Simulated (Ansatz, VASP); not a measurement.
# Zr: VASP beside Ansatz

```
CELL_PARAMETERS angstrom
4.29913 0.00000 0.00000
0.00000 4.29913 0.00000
0.00000 0.00000 4.29913
ATOMIC_POSITIONS crystal
Zr 0.50000 0.00000 0.00000
Zr 0.00000 0.50000 0.00000
Zr 0.00000 0.00000 0.50000
```

Alike in both runs: functional PBE; k mesh 12 × 12 × 12; occupations gaussian, width 0.1 eV; no spin polarisation.

Ansatz relaxed the structure, and its values are those at the end. VASP's run is a single point on that final structure, the one shown.

```csv
,VASP,Ansatz
version,VASP 6.6.1,Ansatz 0.2.0
potentials or method,"VASP PAW PBE potentials, release 64 (Zr_sv), cutoff 520 eV","scalar-relativistic, plane waves, PAW"
valence electrons in the cell,36,36
```

|  | VASP | Ansatz | Ansatz less VASP |
| --- | --- | --- | --- |
| gap on the k mesh at the Fermi level (eV) | none | none | - |
| pressure (GPa) | 0.0 | 0.0 | -0.01 |

A gap of «none» marks a metal or a gap that the smearing closes. With one functional, cell and mesh, what is left measures potentials, basis and numerics.
